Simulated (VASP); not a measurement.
# SiC in VASP: further runs

Runs on SiC. Level: LDA. Tasks: single point, relaxation of cell and atoms.

All numbers are computed with VASP 6.6.1; they aren't measurements. Logs are shortened: lines on timing, memory, paths and dates and some standing lists are left out, and cuts for length are marked.

### Step 1. The cell of the first run

It takes space group F-43m (No. 216, cubic). Conventional cell: a = 4.329 Å, b = 4.329 Å, c = 4.329 Å, α = 90.00°, β = 90.00°, γ = 90.00°. Within 2.5 Å of Si (site symmetry -43m) lie 4 C at 1.87 Å. C (site symmetry -43m) has 4 Si at 1.87 Å within 2.5 Å.

### Step 2. Single point, LDA

The input, INCAR:

```
SYSTEM = SiC
  PREC = Accurate
  ENCUT = 520
  EDIFF = 1E-7
  ISMEAR = 0
  SIGMA = 0.01
  LREAL = .False.
  LASPH = .True.
  NELM = 80
  ALGO = Normal
  ISIF = 2
  LWAVE = .False.
  LCHARG = .False.
  NBANDS = 21
```

The input, KPOINTS:

```
Automatic mesh
0
Gamma
  12 12 4
  0 0 0
```

The input, POSCAR:

```
SiC
1.0
    3.0610638240      0.0000000000      0.0000000000
   -1.5305319120      2.6509590342      0.0000000000
    0.0000000000      0.0000000000      7.4979721413
Si C
3 3
Direct
    0.0000000000      0.0000000000     -0.0000000837
    0.3333333333      0.6666666667      0.3333332496
    0.6666666667      0.3333333333      0.6666665830
    0.0000000000      0.0000000000      0.2500000837
    0.3333333333      0.6666666667      0.5833334170
    0.6666666667      0.3333333333      0.9166667504
```

Potentials or basis: VASP PAW LDA potentials, release 64 (Si, C).

Command:

```console
$ cat potpaw_LDA.64/Si/POTCAR potpaw_LDA.64/C/POTCAR > POTCAR
$ mpirun -np 1 vasp_std > vasp.out
```

OUTCAR:

```text
SYSTEM = SiC
   PREC = Accurate
   ENCUT = 520
   EDIFF = 1E-7
   ISMEAR = 0
   LREAL = .False.
   LASPH = .True.
   NELM = 80
   ISIF = 2

 ion  position               nearest neighbor table
   1  0.000  0.000  1.000-   4 1.87   6 1.87   6 1.87   6 1.87   3 3.06   2 3.06   3 3.06   2 3.06
                             3 3.06   2 3.06
   2  0.333  0.667  0.333-   5 1.87   4 1.87   4 1.87   4 1.87   1 3.06   1 3.06   1 3.06   3 3.06
                             3 3.06   3 3.06
   3  0.667  0.333  0.667-   6 1.87   5 1.87   5 1.87   5 1.87   1 3.06   1 3.06   1 3.06   2 3.06
                             2 3.06   2 3.06
   4  0.000  0.000  0.250-   1 1.87   2 1.87   2 1.87   2 1.87
   5  0.333  0.667  0.583-   2 1.87   3 1.87   3 1.87   3 1.87
   6  0.667  0.333  0.917-   3 1.87   1 1.87   1 1.87   1 1.87

  LATTYP: Found a hexagonal cell.
 ALAT       =     3.0610638240
 C/A-ratio  =     2.4494661243

  Lattice vectors:

 A1 = (   3.0610638240,   0.0000000000,   0.0000000000)
 A2 = (  -1.5305319120,   2.6509590342,   0.0000000000)
 A3 = (   0.0000000000,   0.0000000000,   7.4979721413)

Analysis of symmetry for initial positions (statically):
=====================================================================
 Subroutine PRICEL returns following result:

  LATTYP: Found a face centered cubic cell.
 ALAT       =     4.3289701474

  Lattice vectors:

 A1 = (   1.5305319118,  -0.8836530113,   2.4993240469)
 A2 = (  -0.0000000002,   1.7673060229,   2.4993240469)
 A3 = (  -1.5305319117,  -0.8836530116,   2.4993240476)

   3 primitive cells build up your supercell.

 Routine SETGRP: Setting up the symmetry group for a
 hexagonal supercell.

 Subroutine GETGRP returns: Found  6 space group operations
 (whereof  6 operations were pure point group operations)
 out of a pool of 24 trial point group operations.

The static configuration has the point symmetry C_3v.

Analysis of symmetry for dynamics (positions and initial velocities):
=====================================================================
 Subroutine PRICEL returns following result:

  LATTYP: Found a face centered cubic cell.
 ALAT       =     4.3289701474

  Lattice vectors:

 A1 = (   1.5305319118,  -0.8836530113,   2.4993240469)
 A2 = (  -0.0000000002,   1.7673060229,   2.4993240469)
 A3 = (  -1.5305319117,  -0.8836530116,   2.4993240476)

   3 primitive cells build up your supercell.

 Routine SETGRP: Setting up the symmetry group for a
 hexagonal supercell.

 Subroutine GETGRP returns: Found  6 space group operations
 (whereof  6 operations were pure point group operations)
 out of a pool of 24 trial point group operations.

The dynamic configuration has the point symmetry C_3v.

 Subroutine INISYM returns: Found  6 space group operations
 (whereof  6 operations are pure point group operations),
 and found     3 'primitive' translations

----------------------------------------------------------------------------------------

                                     Primitive cell

  volume of cell :      20.2814

  direct lattice vectors                    reciprocal lattice vectors
     1.530531912 -0.883653011  2.499324047     0.326683812 -0.188610987  0.133369394
    -0.000000000  1.767306023  2.499324047    -0.000000000  0.377221974  0.133369394
    -1.530531912 -0.883653012  2.499324048    -0.326683812 -0.188610987  0.133369394

  length of vectors
     3.061044147  3.061044147  3.061044147     0.400104753  0.400104752  0.400104752

  position of ions in fractional coordinates (direct lattice)
     0.999999916  0.999999916  0.999999916
     0.250000084  0.250000084  0.250000084

  ion indices of the primitive-cell ions
   primitive index   ion index
                 1           1
                 2           4

----------------------------------------------------------------------------------------

 KPOINTS: Automatic mesh

Automatic generation of k-mesh.
 Grid dimensions read from file:
 generate k-points for:   12   12    4

 Generating k-lattice:

  Cartesian coordinates                     Fractional coordinates (reciprocal lattice)
     0.027223651  0.015717582  0.000000000     0.083333333 -0.000000000  0.000000000
     0.000000000  0.031435165  0.000000000     0.000000000  0.083333333  0.000000000
     0.000000000  0.000000000  0.033342348     0.000000000  0.000000000  0.250000000

  Length of vectors
     0.031435165  0.031435165  0.033342348

  Shift w.r.t. Gamma in fractional coordinates (k-lattice)
     0.000000000  0.000000000  0.000000000

 Subroutine IBZKPT returns following result:
 ===========================================

 Found     69 irreducible k-points:

 Following reciprocal coordinates:
            Coordinates               Weight
  0.000000  0.000000  0.000000      1.000000
  0.083333  0.000000  0.000000      6.000000
  0.166667  0.000000  0.000000      6.000000
  0.250000  0.000000  0.000000      6.000000
  0.333333  0.000000  0.000000      6.000000
  0.416667 -0.000000  0.000000      6.000000
[... 16 lines left out ...]
  0.166667  0.000000  0.250000      6.000000
  0.000000  0.166667  0.250000      6.000000
 [... further k-points ...]
   k-points           NKPTS =     69   k-points in BZ     NKDIM =     69   number of bands    NBANDS=     21
   number of dos      NEDOS =    301   number of ions     NIONS =      6
   total plane-waves  NPLWV =  32256
   dimension x,y,z NGX =    24 NGY =   24 NGZ =   56
   dimension x,y,z NGXF=    48 NGYF=   48 NGZF=  112
   ions per type =               3   3
   NGX,Y,Z   is equivalent  to a cutoff of  13.03, 13.03, 12.42 a.u.
   NGXF,Y,Z  is equivalent  to a cutoff of  26.07, 26.07, 24.83 a.u.
 SYSTEM =  SiC
   PREC   = accura    normal or accurate (medium, high low for compatibility)
   ISTART =      0    job   : 0-new  1-cont  2-samecut
   ICHARG =      2    charge: 1-file 2-atom 10-const
   ISPIN  =      1    spin polarized calculation?
   LNONCOLLINEAR =      F non collinear calculations
   LSORBIT =      F    spin-orbit coupling
   LASPH  =      T    aspherical Exc in radial PAW
   ENCUT  =  520.0 eV  38.22 Ry    6.18 a.u.   5.69  5.69 13.94*2*pi/ulx,y,z
   NELM   =     80;   NELMIN=  2; NELMDL= -5     # of ELM steps
   EDIFF  = 0.1E-06   stopping-criterion for ELM
   LREAL  =      F    real-space projection
   EDIFFG = 0.1E-05   stopping-criterion for IOM
   NSW    =      0    number of steps for IOM
   IBRION =     -1    ionic relax: 0-MD 1-quasi-New 2-CG
   NFREE  =      0    steps in history (QN), initial steepest desc. (CG)
   ISIF   =      2    stress and relaxation
   ISYM   =      2    0-nonsym 1-usesym 2-fastsym
   POTIM  = 0.5000    time-step for ionic-motion
   TEBEG  =    0.0;   TEEND  =   0.0 temperature during run
   PSTRESS=    0.0 pullay stress
   NELECT =      24.0000    total number of electrons
   NUPDOWN=      -1.0000    fix difference up-down
   EMIN   =  10.00;   EMAX   =-10.00  energy-range for DOS
   EFERMI =   0.00;   METHOD = LEGACY
   ISMEAR =     0;   SIGMA  =   0.01  broadening in eV -4-tet -1-fermi 0-gaus
   EFERMI_NEDOS =   21; number of points for ismear=-14 and -15
   IALGO  =     38    algorithm
   IMIX   =      4    mixing-type and parameters
     AMIX     =   0.40;   BMIX     =  1.00
     AMIX_MAG =   1.60;   BMIX_MAG =  1.00
  volume/ion in A,a.u.               =      10.14        68.43
  Fermi-wavevector in a.u.,A,eV,Ry     =   1.200620  2.268842 19.612634  1.441488
  Thomas-Fermi vector in A             =   2.336451
   LORBIT       =      0    0 simple, 1 ext, 2 COOP (PROOUT), +10 PAW based schemes
   GGA     = CA    functional components
   LHFCALC =     F    Hartree Fock is set to
   AEXX    =    0.0000 exact exchange contribution
   IVDW    =     0    specifies the selected vdW correction
   LEPSILON=     F    determine dielectric tensor
   LRPA    =     F    only Hartree local field effects (RPA)
 non-spin polarized calculation
 Gauss-broadening in eV      SIGMA  =   0.01
  energy-cutoff  :      520.00
  volume of cell :       60.84
 maximum number of plane-waves:      1672
 NGX is ok and might be reduce to    24
   NGX = 11   NGY = 11   NGZ = 27

 number of electron      23.9999998 magnetization

 Free energy of the ion-electron system (eV)
  ---------------------------------------------------
  ext. energy  EPLUGINS =         0.00000000
  ---------------------------------------------------
  free energy    TOTEN  =       -49.92797037 eV

  energy without entropy =      -49.92797037  energy(sigma->0) =      -49.92797037

 E-fermi :   8.3971     XC(G=0): -11.6420

 val. band max:        8.2912192544   @ k =   0.0000   0.0000   0.0000
 cond. band min:       9.5786863471   @ k =   0.5000   0.0000   0.0000
 fundamental gap:      1.2874670927
 Fermi energy:         8.3971089243

 k-point     1 :       0.0000    0.0000    0.0000
  band No.  band energies     occupation
      1      -7.1819      2.00000
      2      -5.0672      2.00000
      3      -5.0672      2.00000
      4       2.0724      2.00000
      5       2.0724      2.00000
      6       7.4416      2.00000
[... 13 lines left out ...]
     20      15.9322      0.00000
     21      15.9322      0.00000

 k-point     2 :       0.0833    0.0000    0.0000
  band No.  band energies     occupation
      1      -7.0588      2.00000
      2      -4.9521      2.00000
      3      -4.9512      2.00000
      4       2.1530      2.00000
      5       2.1553      2.00000
      6       6.5967      2.00000
[... 13 lines left out ...]
     20      15.8967      0.00000
     21      15.9879      0.00000

 k-point     3 :       0.1667    0.0000    0.0000
  band No.  band energies     occupation
      1      -6.6923      2.00000
      2      -4.6144      2.00000
      3      -4.6061      2.00000
      4       2.3546      2.00000
      5       2.3671      2.00000
      6       5.1147      2.00000
[... 13 lines left out ...]
     20      16.6374      0.00000
     21      16.6937      0.00000
[... 457 lines left out ...]
 k-point    23 :       0.1667    0.0000    0.2500
  band No.  band energies     occupation
      1      -6.5547      2.00000
      2      -5.4909      2.00000
      3      -3.6348      2.00000
      4       0.8142      2.00000
      5       3.9659      2.00000
      6       5.5300      2.00000
[... 13 lines left out ...]
     20      17.1055      0.00000
     21      17.1239      0.00000

 k-point    24 :       0.0000    0.1667    0.2500
  band No.  band energies     occupation
      1      -6.5564      2.00000
      2      -5.4851      2.00000
      3      -3.6439      2.00000
      4       0.8355      2.00000
      5       4.0977      2.00000
      6       5.0719      2.00000
[... 13 lines left out ...]
     20      16.7151      0.00000
     21      16.9262      0.00000

 [... further k-points ...]

------------------------ aborting loop because EDIFF is reached ----------------------------------------

  FORCE on cell =-STRESS in cart. coord.  units (eV):
  Direction    XX          YY          ZZ          XY          YZ          ZX
  --------------------------------------------------------------------------------------
  -------------------------------------------------------------------------------------
  Total        0.1527434      0.1527434      0.1544560      0.0000000      0.0000000      0.0000000
  in kB        4.0221098      4.0221098      4.0672061      0.0000000      0.0000000      0.0000000
  external PRESSURE =       4.0371419 kB  Pullay stress =       0.0000000 kB

 VOLUME and BASIS-vectors are now :
 -----------------------------------------------------------------------------
  energy-cutoff  :      520.00
  volume of cell :       60.84
      direct lattice vectors                 reciprocal lattice vectors
     3.061063824  0.000000000  0.000000000     0.326683812  0.188610987  0.000000000
    -1.530531912  2.650959034  0.000000000     0.000000000  0.377221974  0.000000000
     0.000000000  0.000000000  7.497972141     0.000000000  0.000000000  0.133369394

 POSITION                                       TOTAL-FORCE (eV/Angst)
 -----------------------------------------------------------------------------------
      0.00000      0.00000      7.49797        -0.000000     -0.000000     -0.000087
     -0.00000      1.76731      2.49932        -0.000000     -0.000000     -0.000087
      1.53053      0.88365      4.99865        -0.000000      0.000000     -0.000087
      0.00000      0.00000      1.87449         0.000000     -0.000000      0.000087
     -0.00000      1.76731      4.37382         0.000000      0.000000      0.000087
      1.53053      0.88365      6.87314         0.000000      0.000000      0.000087
 -----------------------------------------------------------------------------------
    total drift:                               -0.000000      0.000000     -0.000001

  FREE ENERGIE OF THE ION-ELECTRON SYSTEM (eV)
  ---------------------------------------------------
  free  energy   TOTEN  =       -49.9279703663 eV

  energy  without entropy=      -49.9279703663  energy(sigma->0) =      -49.92797037
```

Wall time 68 s (1 thread of Intel Xeon Platinum 8259CL at 2.50GHz (Skylake/Cascade Lake), shared host); peak memory 0.19 GiB.

What came out:

| Quantity | Value |
| --- | --- |
| Free energy | -49.9280 eV |
| Pressure | 0.4 GPa |
| Band gap on the k mesh | 1.29 eV |

Levels at points of the mesh, in eV from the valence-band top:
| k point | band 9 | band 10 | band 11 | band 12 | band 13 | band 14 | band 15 | band 16 |
| --- | --- | --- | --- | --- | --- | --- | --- | --- |
| (0.00, 0.00, 0.00) | -0.85 | 0.00 | 0.00 | 0.00 | 5.82 | 5.82 | 6.53 | 7.33 |
| (0.50, 0.00, 0.00) | -2.79 | -2.79 | -1.77 | -1.77 | 1.29 | 4.26 | 4.81 | 4.81 |
| (0.00, 0.00, 0.50) | -0.33 | -0.33 | -0.33 | -0.33 | 5.57 | 6.49 | 6.49 | 7.21 |
| (0.50, 0.00, 0.50) | -2.82 | -2.82 | -1.06 | -1.06 | 2.67 | 2.67 | 5.57 | 6.19 |

A k mesh can miss the band edges.

### Step 3. Relaxation of cell and atoms, LDA

This run uses another cell than the first one, of 10.35 Å³/atom.

The input, INCAR:

```
PREC     = Accurate       # precision mode
ENCUT    = 600            # plane-wave cutoff, eV
EDIFF    = 1E-6           # SCF threshold, eV
ISMEAR   = 0              # smearing method
SIGMA    = 0.01           # smearing width, eV
LREAL    = False          # projectors in reciprocal space
LASPH    = True           # aspherical terms in the spheres
NELM     = 60             # most SCF steps
ALGO     = Normal         # electronic algorithm
ISIF     = 3              # what is computed and relaxed
LWAVE    = False          # write WAVECAR
LCHARG   = False          # write CHGCAR
IBRION   = 2              # ionic algorithm
NSW      = 80             # ionic steps
EDIFFG   = -0.002         # ionic threshold
```

The input, KPOINTS:

```
Automatic mesh
0
Gamma
  12 12 4
```

The input, POSCAR:

```
SiC
1.0
    3.0800000000      0.0000000000      0.0000000000
   -1.5400000000      2.6673582437      0.0000000000
    0.0000000000      0.0000000000      7.5600000000
Si C
3 3
Direct
    0.0000000000      0.0000000000      0.0000000000
    0.3333333333      0.6666666667      0.3333333333
    0.6666666667      0.3333333333      0.6666666667
    0.0000000000      0.0000000000      0.2500000000
    0.3333333333      0.6666666667      0.5833333333
    0.6666666667      0.3333333333      0.9166666667
```

Potentials or basis: VASP PAW LDA potentials, release 64 (Si, C).

Command:

```console
$ cat potpaw_LDA.64/Si/POTCAR potpaw_LDA.64/C/POTCAR > POTCAR
$ mpirun -np 1 vasp_std > vasp.out
```

Run time: 4.7 min. Hardware: 1 thread of Intel Xeon Platinum 8259CL at 2.50GHz (Skylake/Cascade Lake), shared host; peak memory 0.21 GiB.

The run converged. Its results:

- Free energy: -49.9360 eV
- Relaxed volume: 10.15 Å³/atom
- Relaxed cell: a = 3.062 Å, b = 3.062 Å, c = 7.501 Å, α = 90.00°, β = 90.00°, γ = 120.00°
- Space group after relaxing (to 0.1 Å): F-43m (No. 216)
- Energy gained by relaxing: 2.8 meV/atom
- Ionic steps: 10
- Pressure after relaxing: 0.0 GPa
- Band gap on the k mesh: 1.29 eV

The path:
```csv
step,energy change (eV),largest force (eV/Å),pressure (GPa),volume (Å³)
1,0.0000,0.0180,-4.30,62.11
2,0.0029,0.0520,4.98,59.64
3,-0.0167,0.0122,-0.02,60.91
4,-0.0167,0.0129,0.07,60.89
5,-0.0167,0.0063,-0.06,60.92
6,-0.0167,0.0007,-0.03,60.91
7,-0.0167,0.0002,-0.02,60.91
8,-0.0167,0.0002,-0.02,60.91
9,-0.0167,0.0012,0.00,60.90
10,-0.0167,0.0011,0.00,60.91
```

Final structure:
```
Si C
1.0
     3.06210    0.00000    0.00000
    -1.53105    2.65186    0.00000
     0.00000    0.00000    7.50058
Si C
3 3
Direct
  0.00000 0.00000 0.00000
  0.33333 0.66667 0.33334
  0.66667 0.33333 0.66667
  0.00000 0.00000 0.25000
  0.33333 0.66667 0.58333
  0.66667 0.33333 0.91666
```

Levels at points of the mesh, in eV from the valence-band top:
| k point | band 8 | band 9 | band 10 | band 11 | band 12 | band 13 | band 14 | band 15 | band 16 |
| --- | --- | --- | --- | --- | --- | --- | --- | --- | --- |
| (0.00, 0.00, 0.00) | -0.85 | -0.85 | 0.00 | 0.00 | 0.00 | 5.81 | 5.81 | 6.52 | 7.32 |
| (0.50, 0.00, 0.00) | -3.23 | -2.79 | -2.79 | -1.77 | -1.77 | 1.29 | 4.26 | 4.81 | 4.81 |
| (0.00, 0.00, 0.50) | -1.06 | -0.33 | -0.33 | -0.33 | -0.33 | 5.56 | 6.48 | 6.48 | 7.21 |
| (0.50, 0.00, 0.50) | -4.43 | -2.81 | -2.81 | -1.06 | -1.06 | 2.67 | 2.67 | 5.56 | 6.18 |

A k mesh can miss the band edges.
